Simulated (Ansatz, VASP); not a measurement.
# Two plane-wave programs on FePt

```xyz
2
Lattice="-1.8829 -1.8829 -3.8139 -1.8829 -3.8139 -1.8829 -3.8139 -1.8829 -1.8829" Properties=species:S:1:pos:R:3 pbc="T T T"
Fe    0.0000    0.0000    0.0000
Pt   -3.7899   -3.7899   -3.7899
```

Alike in both runs: task single point; functional PBE; k mesh 18 × 18 × 18; occupations gaussian, width 0.1 eV; collinear spin.

|  | VASP | Ansatz |
| --- | --- | --- |
| version | VASP 6.6.1 | Ansatz 0.2.0 |
| potentials or method | VASP PAW PBE potentials, release 64 (Fe, Pt), cutoff 520 eV | scalar-relativistic, plane waves, PAW |
| valence electrons in the cell | 18 | 34 |

Ansatz gave:

- gap on the k mesh at the Fermi level (eV): none
- pressure (GPa): 0.0
- net moment per atom (μB): 1.60
- size of the moment on the site where the two differ most (μB): 2.95

What did VASP give for the same quantities?

gap on the k mesh at the Fermi level (eV): none; pressure (GPa): -0.4; net moment per atom (μB): 1.60; size of the moment on the site where the two differ most (μB): 2.91.

Site moments also hang on the region over which each program counts them. A gap of «none» marks a metal or a gap that the smearing closes. VASP's potentials hold 18 valence electrons a cell and Ansatz's 34, so a difference there can come from the potentials and not from the codes.

Spin-orbit coupling is off throughout.
